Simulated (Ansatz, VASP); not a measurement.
YTl: VASP beside Ansatz

```xyz
2
Lattice="3.7510 0.0375 0.0375 0.0375 3.7510 0.0375 0.0375 0.0375 3.7510" Properties=species:S:1:pos:R:3 pbc="T T T"
Y     1.9130    1.9130    1.9130
Tl    0.0000    0.0000    0.0000
```

Change from the starting cell: equal xy, yz and zx shear strains of +2 %, crystal datasets.

Alike in both runs: task electric field gradients; functional LDA; k mesh 11 × 11 × 11; occupations fermi-dirac, width 0.08 eV; no spin polarisation.

|  | VASP | Ansatz |
| --- | --- | --- |
| version | VASP 6.6.1 | Ansatz 0.2.0 |
| potentials or method | VASP PAW LDA potentials, release 64 (Y_sv, Tl_d), cutoff 520 eV | all-electron PAW with datasets made for the crystal, scalar-relativistic |

|  | VASP | Ansatz | Ansatz less VASP |
| --- | --- | --- | --- |
| pressure (GPa) | -2.8 | -2.9 | -0.06 |
| traceless stress, the component that is largest in VASP (GPa) | -0.56 | -0.55 | +0.010 |
| size of Vzz on the site where it differs most (V/Å²) | 38.7 | 33.1 | -5.54 |

LDA's correlation is that of Perdew and Zunger in VASP and of Perdew and Wang (1992) in Ansatz. Ansatz ran all-electron here, and VASP with PAW potentials.

Spin-orbit coupling is off throughout.
